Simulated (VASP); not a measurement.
# ZrC (Fm-3m) in VASP: a series of runs

Aim: see how the results for ZrC move with the level of theory and the settings. Levels: r2SCAN, r2SCAN+D4. Tasks: single point.

Everything below comes from runs of VASP 6.6.1. Logs are shortened: lines on timing, memory, paths and dates and some standing lists are left out, and cuts for length are marked.

**1. The cell of the first run**

Symmetry: Fm-3m, No. 225, cubic system. Conventional cell: a = 4.647 Å, b = 4.647 Å, c = 4.647 Å, α = 90.00°, β = 90.00°, γ = 90.00°. Within 3.1 Å of Zr (site symmetry m-3m) lie 6 C at 2.32 Å. Within 3.1 Å of C (site symmetry m-3m) lie 6 Zr at 2.32 Å.

**2. Single point, r2SCAN (12.55 Å³/atom)**

POSCAR reads:

```
ZrC
1.0
    0.0000000000      2.3237229917      2.3237229917
    2.3237229917      0.0000000000      2.3237229917
    2.3237229917      2.3237229917      0.0000000000
Zr C
1 1
Direct
    0.5000000000      0.5000000000      0.5000000000
    0.0000000000      0.0000000000      0.0000000000
```

INCAR.step1 reads:

```
SYSTEM = ZrC
PREC = Accurate ; ENCUT = 660
ISMEAR = 0 ; SIGMA = 0.05
LREAL = .FALSE. ; LASPH = .TRUE.
NELM = 120 ; NBANDS = 15
GGA = PE ; ALGO = Normal
EDIFF = 1E-5 ; LWAVE = .TRUE.
LCHARG = .FALSE. ; GGA_COMPAT = .FALSE.
```

INCAR.step2 reads:

```
SYSTEM = ZrC
PREC = Accurate ; ENCUT = 660
EDIFF = 1E-6 ; ISMEAR = 0
SIGMA = 0.05 ; LREAL = .FALSE.
LASPH = .TRUE. ; NELM = 120
ALGO = Normal ; ISIF = 2
LWAVE = .FALSE. ; LCHARG = .FALSE.
METAGGA = R2SCAN ; LMIXTAU = .TRUE.
NBANDS = 15 ; ISTART = 1
GGA_COMPAT = .FALSE.
```

KPOINTS reads:

```
Automatic mesh
0
G
  8 8 8
  0 0 0
```

Potentials or basis: VASP PAW PBE potentials, release 64 (Zr_sv, C).

Started as:

```bash
> cat potpaw_PBE.64/Zr_sv/POTCAR potpaw_PBE.64/C/POTCAR > POTCAR
> cp INCAR.step1 INCAR
> mpirun -np 1 vasp_std > vasp.out
> cp INCAR.step2 INCAR
> mpirun -np 1 vasp_std > vasp.out
```

OUTCAR:

```text
SYSTEM = ZrC
   PREC = Accurate
   ENCUT = 660
   EDIFF = 1E-6
   ISMEAR = 0
   LREAL = .FALSE.
   LASPH = .TRUE.
   NELM = 120
   ISIF = 2
   METAGGA = R2SCAN
   ISTART = 1

 ion  position               nearest neighbor table
   1  0.500  0.500  0.500-   2 2.32   2 2.32   2 2.32   2 2.32   2 2.32   2 2.32
   2  0.000  0.000  0.000-   1 2.32   1 2.32   1 2.32   1 2.32   1 2.32   1 2.32

  LATTYP: Found a face centered cubic cell.
 ALAT       =     4.6474459834

  Lattice vectors:

 A1 = (   0.0000000000,   2.3237229917,   2.3237229917)
 A2 = (   2.3237229917,   0.0000000000,   2.3237229917)
 A3 = (   2.3237229917,   2.3237229917,   0.0000000000)

Analysis of symmetry for initial positions (statically):
=====================================================================
 Subroutine PRICEL returns:
 Original cell was already a primitive cell.

 Routine SETGRP: Setting up the symmetry group for a
 face centered cubic supercell.

 Subroutine GETGRP returns: Found 48 space group operations
 (whereof 48 operations were pure point group operations)
 out of a pool of 48 trial point group operations.

The static configuration has the point symmetry O_h .

Analysis of symmetry for dynamics (positions and initial velocities):
=====================================================================
 Subroutine PRICEL returns:
 Original cell was already a primitive cell.

 Routine SETGRP: Setting up the symmetry group for a
 face centered cubic supercell.

 Subroutine GETGRP returns: Found 48 space group operations
 (whereof 48 operations were pure point group operations)
 out of a pool of 48 trial point group operations.

The dynamic configuration has the point symmetry O_h .

 Subroutine INISYM returns: Found 48 space group operations
 (whereof 48 operations are pure point group operations),
 and found     1 'primitive' translations

----------------------------------------------------------------------------------------

                                     Primitive cell

  volume of cell :      25.0948

  direct lattice vectors                    reciprocal lattice vectors
     0.000000000  2.323722992  2.323722992    -0.215171947  0.215171947  0.215171947
     2.323722992  0.000000000  2.323722992     0.215171947 -0.215171947  0.215171947
     2.323722992  2.323722992  0.000000000     0.215171947  0.215171947 -0.215171947

  length of vectors
     3.286240570  3.286240570  3.286240570     0.372688744  0.372688744  0.372688744

  position of ions in fractional coordinates (direct lattice)
     0.500000000  0.500000000  0.500000000
     0.000000000  0.000000000  0.000000000

  ion indices of the primitive-cell ions
   primitive index   ion index
                 1           1
                 2           2

----------------------------------------------------------------------------------------

 KPOINTS: Automatic mesh

Automatic generation of k-mesh.
 Grid dimensions read from file:
 generate k-points for:    8    8    8

 Generating k-lattice:

  Cartesian coordinates                     Fractional coordinates (reciprocal lattice)
    -0.026896493  0.026896493  0.026896493     0.125000000  0.000000000  0.000000000
     0.026896493 -0.026896493  0.026896493     0.000000000  0.125000000  0.000000000
     0.026896493  0.026896493 -0.026896493     0.000000000  0.000000000  0.125000000

  Length of vectors
     0.046586093  0.046586093  0.046586093

  Shift w.r.t. Gamma in fractional coordinates (k-lattice)
     0.000000000  0.000000000  0.000000000

 Subroutine IBZKPT returns following result:
 ===========================================

 Found     29 irreducible k-points:

 Following reciprocal coordinates:
            Coordinates               Weight
  0.000000  0.000000  0.000000      1.000000
  0.125000  0.000000  0.000000      8.000000
  0.250000  0.000000  0.000000      8.000000
  0.375000  0.000000  0.000000      8.000000
  0.500000  0.000000  0.000000      4.000000
  0.125000  0.125000  0.000000      6.000000
[... 16 lines left out ...]
  0.500000  0.250000  0.125000     48.000000
 -0.375000  0.250000  0.125000     24.000000
 [... further k-points ...]
   k-points           NKPTS =     29   k-points in BZ     NKDIM =     29   number of bands    NBANDS=     15
   number of dos      NEDOS =    301   number of ions     NIONS =      2
   total plane-waves  NPLWV =  21952
   dimension x,y,z NGX =    28 NGY =   28 NGZ =   28
   dimension x,y,z NGXF=    56 NGYF=   56 NGZF=   56
   ions per type =               1   1
   NGX,Y,Z   is equivalent  to a cutoff of  14.16, 14.16, 14.16 a.u.
   NGXF,Y,Z  is equivalent  to a cutoff of  28.33, 28.33, 28.33 a.u.
 SYSTEM =  ZrC
   PREC   = accura    normal or accurate (medium, high low for compatibility)
   ISTART =      1    job   : 0-new  1-cont  2-samecut
   ICHARG =      0    charge: 1-file 2-atom 10-const
   ISPIN  =      1    spin polarized calculation?
   LNONCOLLINEAR =      F non collinear calculations
   LSORBIT =      F    spin-orbit coupling
   LASPH  =      T    aspherical Exc in radial PAW
   ENCUT  =  660.0 eV  48.51 Ry    6.96 a.u.   6.88  6.88  6.88*2*pi/ulx,y,z
   NELM   =    120;   NELMIN=  2; NELMDL=  0     # of ELM steps
   EDIFF  = 0.1E-05   stopping-criterion for ELM
   LREAL  =      F    real-space projection
   EDIFFG = 0.1E-04   stopping-criterion for IOM
   NSW    =      0    number of steps for IOM
   IBRION =     -1    ionic relax: 0-MD 1-quasi-New 2-CG
   NFREE  =      0    steps in history (QN), initial steepest desc. (CG)
   ISIF   =      2    stress and relaxation
   ISYM   =      2    0-nonsym 1-usesym 2-fastsym
   POTIM  = 0.5000    time-step for ionic-motion
   TEBEG  =    0.0;   TEEND  =   0.0 temperature during run
   PSTRESS=    0.0 pullay stress
   NELECT =      16.0000    total number of electrons
   NUPDOWN=      -1.0000    fix difference up-down
   EMIN   =  10.00;   EMAX   =-10.00  energy-range for DOS
   EFERMI =   0.00;   METHOD = LEGACY
   ISMEAR =     0;   SIGMA  =   0.05  broadening in eV -4-tet -1-fermi 0-gaus
   EFERMI_NEDOS =   21; number of points for ismear=-14 and -15
   IALGO  =     38    algorithm
   IMIX   =      4    mixing-type and parameters
     AMIX     =   0.40;   BMIX     =  1.00
     AMIX_MAG =   1.60;   BMIX_MAG =  1.00
  volume/ion in A,a.u.               =      12.55        84.67
  Fermi-wavevector in a.u.,A,eV,Ry     =   1.409031  2.662682 27.012567  1.985368
  Thomas-Fermi vector in A             =   2.531128
   LORBIT       =      0    0 simple, 1 ext, 2 COOP (PROOUT), +10 PAW based schemes
   METAGGA = R2SCAN    functional components
   LHFCALC =     F    Hartree Fock is set to
   AEXX    =    0.0000 exact exchange contribution
   IVDW    =     0    specifies the selected vdW correction
   LEPSILON=     F    determine dielectric tensor
   LRPA    =     F    only Hartree local field effects (RPA)
 non-spin polarized calculation
 Gauss-broadening in eV      SIGMA  =   0.05
  energy-cutoff  :      660.00
  volume of cell :       25.09
 maximum number of plane-waves:       982
   NGX = 13   NGY = 13   NGZ = 13

 number of electron      16.0000000 magnetization

 Free energy of the ion-electron system (eV)
  ---------------------------------------------------
  ext. energy  EPLUGINS =         0.00000000
  ---------------------------------------------------
  free energy    TOTEN  =       -34.68891244 eV

  energy without entropy =      -34.68824453  energy(sigma->0) =      -34.68857848

 E-fermi :   9.9846     XC(G=0): -13.1301

 val. band max:        9.8630356585   @ k =   0.3750   0.3750   0.0000
 cond. band min:       9.9846311723   @ k =   0.1250   0.1250   0.0000
 fundamental gap:      0.1215955139
 Fermi energy:         9.9845744111

 k-point     1 :       0.0000    0.0000    0.0000
  band No.  band energies     occupation
      1     -39.6436      2.00000
      2     -16.6208      2.00000
      3     -16.6208      2.00000
      4     -16.6208      2.00000
      5      -2.1159      2.00000
      6      10.9728      0.00000
      7      10.9728      0.00000
      8      10.9728      0.00000
      9      11.3730      0.00000
     10      11.3730      0.00000
     11      11.3730      0.00000
     12      13.1132      0.00000
     13      13.1132      0.00000
     14      18.3980      0.00000
     15      21.2396      0.00000

 k-point     2 :       0.1250    0.0000    0.0000
  band No.  band energies     occupation
      1     -39.6255      2.00000
      2     -16.7795      2.00000
      3     -16.6335      2.00000
      4     -16.6335      2.00000
      5      -1.7371      2.00000
      6       9.2471      2.00000
      7       9.5784      2.00000
      8       9.5784      2.00000
      9      11.8931      0.00000
     10      11.8931      0.00000
     11      12.3478      0.00000
     12      14.7829      0.00000
     13      14.7829      0.00000
     14      19.1253      0.00000
     15      22.2265      0.00000

 k-point     3 :       0.2500    0.0000    0.0000
  band No.  band energies     occupation
      1     -39.5816      2.00000
      2     -17.1446      2.00000
      3     -16.6638      2.00000
      4     -16.6638      2.00000
      5      -0.7525      2.00000
      6       7.1336      2.00000
      7       8.0867      2.00000
      8       8.0867      2.00000
      9      12.9420      0.00000
     10      12.9420      0.00000
     11      13.1673      0.00000
     12      17.4293      0.00000
     13      17.4293      0.00000
     14      20.1793      0.00000
     15      24.1279      0.00000

 k-point     4 :       0.3750    0.0000    0.0000
  band No.  band energies     occupation
      1     -39.5371      2.00000
      2     -17.4880      2.00000
      3     -16.6937      2.00000
      4     -16.6937      2.00000
      5       0.4622      2.00000
      6       5.3172      2.00000
      7       7.1369      2.00000
      8       7.1369      2.00000
      9      14.3010      0.00000
     10      14.3010      0.00000
     11      14.4424      0.00000
     12      19.0895      0.00000
     13      19.9034      0.00000
     14      19.9034      0.00000
     15      25.5159      0.00000
[... 307 lines left out ...]
 k-point    22 :       0.3750    0.2500    0.1250
  band No.  band energies     occupation
      1     -39.5487      2.00000
      2     -17.2089      2.00000
      3     -16.8490      2.00000
      4     -16.7159      2.00000
      5      -0.4030      2.00000
      6       6.2411      2.00000
      7       8.1201      2.00000
      8       8.2836      2.00000
      9      11.6050      0.00000
     10      14.7161      0.00000
     11      14.8913      0.00000
     12      15.9324      0.00000
     13      18.7585      0.00000
     14      21.8014      0.00000
     15      25.0467      0.00000

 k-point    23 :       0.5000    0.2500    0.1250
  band No.  band energies     occupation
      1     -39.5130      2.00000
      2     -17.3894      2.00000
      3     -16.9407      2.00000
      4     -16.7638      2.00000
      5       0.1556      2.00000
      6       5.7594      2.00000
      7       7.3859      2.00000
      8       7.7539      2.00000
      9      12.6239      0.00000
     10      15.1576      0.00000
     11      15.6642      0.00000
     12      17.3504      0.00000
     13      19.6327      0.00000
     14      21.7227      0.00000
     15      24.9334      0.00000

 k-point    24 :      -0.3750    0.2500    0.1250
  band No.  band energies     occupation
      1     -39.4981      2.00000
      2     -17.4672      2.00000
      3     -16.9638      2.00000
      4     -16.7936      2.00000
      5       0.3886      2.00000
      6       5.5418      2.00000
      7       7.3441      2.00000
      8       7.3980      2.00000
      9      13.8039      0.00000
     10      14.2954      0.00000
     11      15.8758      0.00000
     12      18.8408      0.00000
     13      19.6304      0.00000
     14      21.1818      0.00000
     15      24.9728      0.00000

 [... further k-points ...]

------------------------ aborting loop because EDIFF is reached ----------------------------------------

  FORCE on cell =-STRESS in cart. coord.  units (eV):
  Direction    XX          YY          ZZ          XY          YZ          ZX
  --------------------------------------------------------------------------------------
  -------------------------------------------------------------------------------------
  Total        1.6170464      1.6170464      1.6170464      0.0000000      0.0000000     -0.0000000
  in kB      103.2404752    103.2404752    103.2404752      0.0000000      0.0000000     -0.0000000
  external PRESSURE =     103.2404752 kB  Pullay stress =       0.0000000 kB

 VOLUME and BASIS-vectors are now :
 -----------------------------------------------------------------------------
  energy-cutoff  :      660.00
  volume of cell :       25.09
      direct lattice vectors                 reciprocal lattice vectors
     0.000000000  2.323722992  2.323722992    -0.215171947  0.215171947  0.215171947
     2.323722992  0.000000000  2.323722992     0.215171947 -0.215171947  0.215171947
     2.323722992  2.323722992  0.000000000     0.215171947  0.215171947 -0.215171947

 POSITION                                       TOTAL-FORCE (eV/Angst)
 -----------------------------------------------------------------------------------
      2.32372      2.32372      2.32372        -0.000000      0.000000     -0.000000
      0.00000      0.00000      0.00000         0.000000     -0.000000      0.000000
 -----------------------------------------------------------------------------------
    total drift:                                0.000000      0.000000      0.000000

  FREE ENERGIE OF THE ION-ELECTRON SYSTEM (eV)
  ---------------------------------------------------
  free  energy   TOTEN  =       -34.6889124357 eV

  energy  without entropy=      -34.6882445332  energy(sigma->0) =      -34.68857848
```

Wall time 70 s (1 thread of Intel Xeon Platinum 8259CL at 2.50GHz (Skylake/Cascade Lake), shared host); peak memory 0.17 GiB.

What came out:

| Item | Value |
| --- | --- |
| Free energy | -34.6889 eV |
| Pressure | 10.3 GPa |
| Band gap on the k mesh | zero (bands 8 and 9 overlap by 1.34 eV) |

Caveat: the cell stands under pressure; the PAW data sets were made with another functional, which shifts forces and pressure a little.

**3. Single point, r2SCAN+D4 (12.75 Å³/atom)**

This run uses another cell than the first one, of 12.75 Å³/atom.

POSCAR reads:

```
ZrC
1.0
    0.0000000000      2.3358635015      2.3358635015
    2.3358635015      0.0000000000      2.3358635015
    2.3358635015      2.3358635015      0.0000000000
Zr C
1 1
Direct
    0.5000000000      0.5000000000      0.5000000000
    0.0000000000      0.0000000000      0.0000000000
```

INCAR.step1 reads:

```
SYSTEM = ZrC
  PREC = Accurate
  ENCUT = 660
  ISMEAR = 0
  SIGMA = 0.05
  LREAL = .False.
  LASPH = .True.
  NELM = 120
  NBANDS = 15
  GGA = PE
  ALGO = Normal
  EDIFF = 1E-5
  LWAVE = .True.
  LCHARG = .False.
  GGA_COMPAT = .False.
```

INCAR.step2 reads:

```
SYSTEM = ZrC
  PREC = Accurate
  ENCUT = 660
  EDIFF = 1E-6
  ISMEAR = 0
  SIGMA = 0.05
  LREAL = .False.
  LASPH = .True.
  NELM = 120
  ALGO = Normal
  ISIF = 2
  LWAVE = .False.
  LCHARG = .False.
  METAGGA = R2SCAN
  LMIXTAU = .True.
  IVDW = 13
  VDW_S6 = 1.0
  VDW_S8 = 0.6018749
  VDW_A1 = 0.51559235
  VDW_A2 = 5.77342911
  NBANDS = 15
  ISTART = 1
  GGA_COMPAT = .False.
```

KPOINTS reads:

```
Automatic mesh
0
Gamma
  8 8 8
  0 0 0
```

Potentials or basis: VASP PAW PBE potentials, release 64 (Zr_sv, C).

Started as:

```bash
> cat potpaw_PBE.64/Zr_sv/POTCAR potpaw_PBE.64/C/POTCAR > POTCAR
> cp INCAR.step1 INCAR
> mpirun -np 1 vasp_std > vasp.out
> cp INCAR.step2 INCAR
> mpirun -np 1 vasp_std > vasp.out
```

Wall time 66 s (1 thread of Intel Xeon Platinum 8259CL at 2.50GHz (Skylake/Cascade Lake), shared host); peak memory 0.17 GiB.

It converged, with:

```
Free energy                : -34.8922 eV
Pressure                   : 5.0 GPa
Band gap on the k mesh     : zero (bands 8 and 9 overlap by 1.33 eV)
Dispersion energy per atom : -0.091 eV
```

Levels at points of the mesh, in eV from the Fermi level:
| k point | band 5 | band 6 | band 7 | band 8 | band 9 | band 10 | band 11 | band 12 |
| --- | --- | --- | --- | --- | --- | --- | --- | --- |
| (0.00, 0.00, 0.00) | -12.05 | 0.98 | 0.98 | 0.98 | 1.38 | 1.38 | 1.38 | 3.08 |
| (0.50, 0.00, 0.00) | -8.85 | -5.49 | -3.12 | -3.12 | 4.97 | 4.97 | 5.89 | 7.11 |
| (0.50, 0.50, 0.00) | -10.93 | -2.12 | -1.64 | 0.08 | 0.08 | 4.78 | 6.18 | 6.18 |

Caveat: the cell stands under pressure; the PAW data sets were made with another functional, which shifts forces and pressure a little.
